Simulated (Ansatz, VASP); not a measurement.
## MgO in VASP and in Ansatz

Contents of INCAR:

```
PREC = Accurate ; ENCUT = 520
EDIFF = 1E-6 ; ISMEAR = 0
SIGMA = 0.027000000000000003 ; LREAL = F
LASPH = T ; NELM = 80
ALGO = Normal ; ISIF = 2
LWAVE = F ; LCHARG = F
GGA = PE ; NBANDS = 11
```

The input KPOINTS:

```
Automatic mesh
0
Gamma
  11 11 11
```

Contents of POSCAR:

```
MgO
1.0
    0.0000000000      2.0970013927      2.0970013927
    2.0970013927      0.0000000000      2.0970013927
    2.0970013927      2.0970013927      0.0000000000
Mg O
1 1
Direct
    0.0000000000      0.0000000000      0.0000000000
    0.5000000000      0.5000000000      0.5000000000
```

Contents of input.yaml:

```yaml
crystal:
  lattice:
    - [0.0, 2.0970013927, 2.0970013927]
    - [2.0970013927, 0.0, 2.0970013927]
    - [2.0970013927, 2.0970013927, 0.0]
  atoms:
    - { symbol: Mg, position: [0.0, 0.0, 0.0] }
    - { symbol: O, position: [0.5, 0.5, 0.5] }
kpoints:
  mp_grid: { grid: [11, 11, 11] }
scf:
  occupations: { method: gaussian, width: 0.027 }
hamiltonian:
  xc: pbe
  pseudopotentials: { kind: all_electron, lapw: { basis_error: 0.001 } }
output:
  forces: true
  stress: true
  eigenvalues: true
```

Alike in both runs: task single point; functional PBE; k mesh 11 × 11 × 11; occupations gaussian, width 0.027 eV; no spin polarisation.

|  | VASP | Ansatz |
| --- | --- | --- |
| version | VASP 6.6.1 | Ansatz 0.2.0 |
| potentials or method | VASP PAW PBE potentials, release 64 (Mg, O), cutoff 520 eV | all-electron LAPW, scalar-relativistic |

Ansatz gave:

| Item | Value |
| --- | --- |
| gap on the k mesh at the Fermi level (eV) | 4.86 |
| least direct gap on the mesh (eV) | 4.86 |
| pressure (GPa) | 7.0 |

What did VASP give for the same quantities?

gap on the k mesh at the Fermi level (eV): 4.85; least direct gap on the mesh (eV): 4.85; pressure (GPa): 6.2.

Ansatz ran all-electron here, and VASP with PAW potentials.
